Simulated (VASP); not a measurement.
A run of VASP 6.6.1 is set up as follows.

File INCAR:

```
SYSTEM = TaAl2
  ALGO = Fast
  EDIFF = 1E-6
  EDIFFG = -0.01
  ENCUT = 600
  GGA = PE
  IBRION = 2
  ISIF = 3
  ISMEAR = 0
  LASPH = .True.
  LCHARG = .False.
  LREAL = .False.
  LWAVE = .False.
  NELM = 80
  NSW = 100
  PREC = Accurate
  SIGMA = 0.1
```

KPOINTS

```
k-points
0
Gamma
  10 10 16
  0 0 0
```

Contents of POSCAR:

```
TaAl2
1.0
    4.8079271557      0.0000000000      0.0000000000
    0.0000000000      4.8079271557      0.0000000000
    0.0000000000      0.0000000000      2.7721523506
Ta Al
1 2
Direct
    0.0000000000      0.0000000000      0.5000000000
    0.5000000000      0.0000000000      0.0000000000
    0.0000000000      0.5000000000      0.0000000000
```

Potentials or basis: VASP PAW PBE potentials, release 64 (Ta_pv, Al).

The run is started by

```console
$ cat potpaw_PBE.64/Ta_pv/POTCAR potpaw_PBE.64/Al/POTCAR > POTCAR
$ mpirun -np 1 vasp_std > vasp.out
```

Task: Estimate the relaxed volume.

Result: 21.38 Å³/atom.

Task: Predict the relaxed cell.

Result: a = 4.809 Å, b = 4.809 Å, c = 2.773 Å, α = 90.00°, β = 90.00°, γ = 90.00°.

Task: Estimate the space group after relaxing (to 0.1 Å).

Result: P4/mmm (No. 123).

Final structure:
```
CELL_PARAMETERS angstrom
4.80937 0.00000 0.00000
0.00000 4.80937 0.00000
0.00000 0.00000 2.77340
ATOMIC_POSITIONS crystal
Ta 0.00000 0.00000 0.50000
Al 0.50000 0.00000 0.00000
Al 0.00000 0.50000 0.00000
```
